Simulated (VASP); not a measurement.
Wanted: the native input for a VASP 6.6.1 run.

* Task: single point
* Functional: r2SCAN
* Potentials or basis: VASP PAW PBE potentials, release 64 (Se)
* Cutoff: 520 eV
* k mesh: 6 × 6 × 4
* Occupations: gaussian, width 0.1 eV
* Spin: no spin polarisation
* Dipole correction: no
* Further INCAR settings: ALGO = Normal; EDIFF = 1e-07; NBANDS = 20

Crystal: Se.

```xyz
4
Lattice="4.6466 0.0000 0.0000 -2.3233 4.0240 0.0000 0.0000 0.0000 5.3706" Properties=species:S:1:pos:R:3 pbc="T T T"
Se    0.0000    0.0000    1.3427
Se    0.0000    0.0000    4.0280
Se    0.0000    2.6827    4.0280
Se    2.3233    1.3413    1.3427
```

This isn't the form of Se at room conditions, which is trigonal, of chains.

These files were run (other wordings do the same):

POSCAR

```
Se
1.0
    4.6465538976      0.0000000000      0.0000000000
   -2.3232769488      4.0240337154      0.0000000000
    0.0000000000      0.0000000000      5.3706291401
Se
4
Direct
    0.0000000000      0.0000000000      0.2500000000
    0.0000000000      0.0000000000      0.7500000000
    0.3333333333      0.6666666667      0.7500000000
    0.6666666667      0.3333333333      0.2500000000
```

INCAR.step1

```
SYSTEM = Se
PREC = Accurate
ENCUT = 520
ISMEAR = 0
SIGMA = 0.1
LREAL = .FALSE.
LASPH = .TRUE.
NELM = 100
NBANDS = 20
GGA = PE
ALGO = Normal
EDIFF = 1E-4
LWAVE = .TRUE.
LCHARG = .FALSE.
```

INCAR.step2

```
SYSTEM = Se
PREC = Accurate
ENCUT = 520
EDIFF = 1E-7
ISMEAR = 0
SIGMA = 0.1
LREAL = .FALSE.
LASPH = .TRUE.
NELM = 100
ALGO = Normal
ISIF = 2
LWAVE = .FALSE.
LCHARG = .TRUE.
METAGGA = R2SCAN
LMIXTAU = .TRUE.
LELF = .TRUE.
LVHAR = .TRUE.
NBANDS = 20
ISTART = 1
```

KPOINTS

```
regular mesh
0
G
  6 6 4
  0 0 0
```

Potentials or basis: VASP PAW PBE potentials, release 64 (Se).

The run is started by

```console
$ cat potpaw_PBE.64/Se/POTCAR > POTCAR
$ cp INCAR.step1 INCAR
$ mpirun -np 1 vasp_std > vasp.out
$ cp INCAR.step2 INCAR
$ mpirun -np 1 vasp_std > vasp.out
```

Results of the run:

| Quantity | Value |
| --- | --- |
| Pressure | -0.2 GPa |
| Band gap on the k mesh | zero (bands 12 and 13 overlap by 1.84 eV) |

Caveat: the PAW data sets were made with another functional, which shifts forces and pressure a little.

It took 71 s on 1 thread of Intel(R) Xeon(R) 6975P-C (Granite Rapids), with other jobs on the host, peak memory 0.22 GiB.
